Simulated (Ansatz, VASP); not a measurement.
# Two plane-wave programs on InAs3

The input INCAR:

```
PREC     = Accurate       # precision mode
ENCUT    = 520            # plane-wave cutoff, eV
EDIFF    = 1E-6           # SCF threshold, eV
ISMEAR   = 0              # smearing method
SIGMA    = 0.1            # smearing width, eV
LREAL    = F              # projectors in reciprocal space
LASPH    = T              # aspherical terms in the spheres
NELM     = 60             # most SCF steps
ALGO     = Normal         # electronic algorithm
ISIF     = 2              # what is computed and relaxed
LWAVE    = F              # write WAVECAR
LCHARG   = F              # write CHGCAR
GGA      = PE             # functional
NBANDS   = 22             # bands
```

Contents of KPOINTS:

```
regular mesh
0
Gamma
  10 10 10
```

Contents of POSCAR:

```
InAs3
1.0
    4.5074010847      0.0000000000      0.0000000000
    0.0000000000      4.5074010847      0.0000000000
    0.0000000000      0.0000000000      4.5074010847
In As
1 3
Direct
    0.0000000000      0.0000000000      0.0000000000
    0.5000000000      0.0000000000      0.5000000000
    0.0000000000      0.5000000000      0.5000000000
    0.5000000000      0.5000000000      0.0000000000
```

Input for Ansatz:

```yaml
crystal:
  lattice:
    - [4.5074010847, 0.0, 0.0]
    - [0.0, 4.5074010847, 0.0]
    - [0.0, 0.0, 4.5074010847]
  atoms:
    - { symbol: In, position: [0.0, 0.0, 0.0] }
    - { symbol: As, position: [0.5, 0.0, 0.5] }
    - { symbol: As, position: [0.0, 0.5, 0.5] }
    - { symbol: As, position: [0.5, 0.5, 0.0] }
basis:
  ecutwfc: 420
kpoints:
  mp_grid: { grid: [10, 10, 10] }
hamiltonian:
  xc: pbe
scf:
  occupations: { method: gaussian, width: 0.1 }
output:
  forces: true
  stress: true
  eigenvalues: true
```

Alike in both runs: task single point; functional PBE; k mesh 10 × 10 × 10; occupations gaussian, width 0.1 eV; no spin polarisation.

```csv
,VASP,Ansatz
version,VASP 6.6.1,Ansatz 0.2.0
potentials or method,"VASP PAW PBE potentials, release 64 (In_d, As), cutoff 520 eV","scalar-relativistic, plane waves, PAW"
valence electrons in the cell,28,58
```

|  | VASP | Ansatz | Ansatz less VASP |
| --- | --- | --- | --- |
| gap on the k mesh at the Fermi level (eV) | none | none | - |
| pressure (GPa) | -4.3 | -4.3 | -0.01 |

A gap of «none» marks a metal or a gap that the smearing closes. The functional is the same, so the differences come from potentials, cutoffs and numerics. VASP's potentials hold 28 valence electrons a cell and Ansatz's 58, so a difference there can come from the potentials and not from the codes.
